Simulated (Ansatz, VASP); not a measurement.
## Two plane-wave programs on SnTe

```xyz
2
Lattice="0.0000 3.6195 3.6195 3.6195 0.0000 3.6195 3.6195 3.6195 0.0000" Properties=species:S:1:pos:R:3 pbc="T T T"
Sn    0.0000    0.0000    0.0000
Te    1.8097    1.8097    1.8097
```

Alike in both runs: task single point; functional r2SCAN; k mesh 6 × 6 × 6; occupations fermi-dirac, width 0.02 eV; no spin polarisation.

```csv
,VASP,Ansatz
version,VASP 6.6.1,Ansatz 0.2.0
potentials or method,"VASP PAW PBE potentials, release 64 (Sn_d, Te)","plane waves, PAW"
plane-wave cutoff (eV),520,500
valence electrons in the cell,20,30
```

|  | VASP | Ansatz | Ansatz less VASP |
| --- | --- | --- | --- |
| pressure (GPa) | -0.7 | -0.7 | +0.01 |

VASP's potentials were made for PBE, not for r2SCAN. VASP's potentials hold 20 valence electrons a cell and Ansatz's 30, so a difference there can come from the potentials and not from the codes.

Spin-orbit coupling is off throughout.
